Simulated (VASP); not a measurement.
Here is a VASP 6.6.1 calculation.

The input INCAR:

```
SYSTEM = In
  PREC = Accurate
  ENCUT = 500
  EDIFF = 1E-6
  ISMEAR = 0
  SIGMA = 0.1
  LREAL = .FALSE.
  LASPH = .TRUE.
  NELM = 120
  ALGO = Normal
  ISIF = 2
  LWAVE = .FALSE.
  LCHARG = .TRUE.
  GGA = PE
  LELF = .TRUE.
  LVHAR = .TRUE.
  NBANDS = 12
  GGA_COMPAT = .FALSE.
```

File KPOINTS:

```
regular mesh
0
G
  14 14 14
  0 0 0
```

Contents of POSCAR:

```
In
1.0
    0.0000000000      2.4711400187      2.4711400187
    2.4711400187      0.0000000000      2.4711400187
    2.4711400187      2.4711400187      0.0000000000
In
1
Direct
    0.0000000000      0.0000000000      0.0000000000
```

Potentials or basis: VASP PAW PBE potentials, release 64 (In_d).

The run is started by

```sh
$ cat potpaw_PBE.64/In_d/POTCAR > POTCAR
$ mpirun -np 1 vasp_std > vasp.out
```

Problem. Estimate the band gap on the k mesh.

Solution. Zero (an odd number of electrons rules out a gap without spin polarisation).

Problem. Predict the pressure.

Solution. -2.6 GPa.

Caveat: the cell differs from its parent crystal (Tl replaced by In, lengths x 0.988, strained); spin-orbit coupling is left out, which moves the levels of the heavy elements.
